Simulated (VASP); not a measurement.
Write the native input for VASP 6.6.1 that does the following.

| Quantity | Value |
| --- | --- |
| Task | single point |
| Functional | PBE |
| Potentials or basis | VASP PAW PBE potentials, release 64 (Ga_d, Sb) |
| Cutoff | 520 eV |
| k mesh | 8 × 8 × 8 |
| Occupations | gaussian, width 0.1 eV |
| Spin | no spin polarisation |
| Dipole correction | no |
| Further INCAR settings | ALGO = Normal; EDIFF = 1e-07; NBANDS = 22 |

The structure of GaSb3 lies in POSCAR:

```
GaSb3
1.0
   -2.9890711394      2.9890711394      2.9890711394
    2.9890711394     -2.9890711394      2.9890711394
    2.9890711394      2.9890711394     -2.9890711394
Ga Sb
1 3
Direct
    0.0000000000      0.0000000000      0.0000000000
    0.0000000000      0.5000000000      0.5000000000
    0.5000000000      0.0000000000      0.5000000000
    0.5000000000      0.5000000000      0.0000000000
```

The input as run:

INCAR

```
ALGO = Normal
EDIFF = 1E-7
ENCUT = 520
GGA = PE
ISIF = 2
ISMEAR = 0
LASPH = T
LCHARG = F
LREAL = F
LWAVE = F
NBANDS = 22
NELM = 80
PREC = Accurate
SIGMA = 0.1
```

KPOINTS

```
k-points
0
Gamma
  8 8 8
```

Potentials or basis: VASP PAW PBE potentials, release 64 (Ga_d, Sb).

Command:

```console
$ cat potpaw_PBE.64/Ga_d/POTCAR potpaw_PBE.64/Sb/POTCAR > POTCAR
$ mpirun -np 1 vasp_std > vasp.out
```

It gave:

The pressure is 1.8 GPa and the band gap on the k mesh is zero (bands 14 and 15 overlap by 2.90 eV).

Caveat: spin-orbit coupling is left out, which moves the levels of the heavy elements.

Wall time 35 s on 1 thread of AMD EPYC 9R45 96-Core Processor (Zen 5), on a shared host, peak memory 0.24 GiB.
